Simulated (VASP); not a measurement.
A run of VASP 6.6.1 is set up as follows.

The input INCAR:

```
PREC = Accurate
ENCUT = 520
EDIFF = 1E-6
ISMEAR = 0
SIGMA = 0.05
LREAL = False
LASPH = True
NELM = 150
ALGO = Normal
ISIF = 2
LWAVE = False
LCHARG = False
ISPIN = 2
MAGMOM = 0.05 -0.05 -0.05 0 0 0
LORBIT = 11
LMAXMIX = 4
GGA = PS
IVDW = 12
NBANDS = 37
```

File KPOINTS:

```
regular mesh
0
Gamma
  6 6 8
```

File POSCAR:

```
TaN
1.0
    5.1170781376      0.0000000000      0.0000000000
   -2.5585390688      4.4315196603      0.0000000000
    0.0000000000      0.0000000000      2.8937022294
Ta N
3 3
Direct
    0.0000000000      0.0000000000      0.0000000000
    0.3333333333      0.6666666667      0.5000000000
    0.6666666667      0.3333333333      0.5000000000
    0.5000000000      0.0000000000      0.0000000000
    0.5000000000      0.5000000000      0.0000000000
    0.0000000000      0.5000000000      0.0000000000
```

Potentials or basis: VASP PAW PBE potentials, release 64 (Ta_pv, N).

Launch:

```sh
$ cat potpaw_PBE.64/Ta_pv/POTCAR potpaw_PBE.64/N/POTCAR > POTCAR
$ mpirun -np 1 vasp_std > vasp.out
```

Task: Estimate the dispersion energy per atom.

Result: -0.452 eV.

Task: Estimate the net moment.

Result: 0.00 μB per cell.

Task: Predict the pressure.

Result: 6.3 GPa.

Stress tensor (GPa, compression positive):
```
6.14 0.00 0.00
0.00 6.14 0.00
0.00 0.00 6.67
```

Caveat: the PAW data sets were made with another functional, which shifts forces and pressure a little; pairwise dispersion overbinds metals, which lowers pressure and volume.
